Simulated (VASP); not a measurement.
A run of VASP 6.6.1 is set up as follows.

Contents of INCAR:

```
  PREC = Accurate
  ENCUT = 520
  EDIFF = 1E-6
  ISMEAR = 0
  SIGMA = 0.15
  LREAL = False
  LASPH = True
  NELM = 100
  ALGO = Fast
  ISIF = 2
  LWAVE = False
  LCHARG = False
  GGA = PE
  NBANDS = 16
```

Contents of KPOINTS:

```
Automatic mesh
0
Gamma
  14 14 14
```

Contents of POSCAR:

```
Al2Cu
1.0
   -1.9014808453      1.9014808453      2.7950000000
    1.9014808453     -1.9014808453      2.7950000000
    1.9014808453      1.9014808453     -2.7950000000
Al Cu
2 1
Direct
    0.7500000000      0.2500000000      0.5000000000
    0.2500000000      0.7500000000      0.5000000000
    0.5000000000      0.5000000000      0.0000000000
```

Potentials or basis: VASP PAW PBE potentials, release 64 (Al, Cu).

Command:

```sh
$ cat potpaw_PBE.64/Al/POTCAR potpaw_PBE.64/Cu/POTCAR > POTCAR
$ mpirun -np 1 vasp_std > vasp.out
```

Problem. Estimate the pressure.

Solution. 26.0 GPa.

Problem. What does it give for the band gap on the k mesh?

Solution. Zero (an odd number of electrons rules out a gap without spin polarisation).

Stress tensor (GPa, compression positive):
```
27.64  0.00  0.00
 0.00 27.64  0.00
 0.00  0.00 22.62
```

Caveat: the cell stands under pressure.
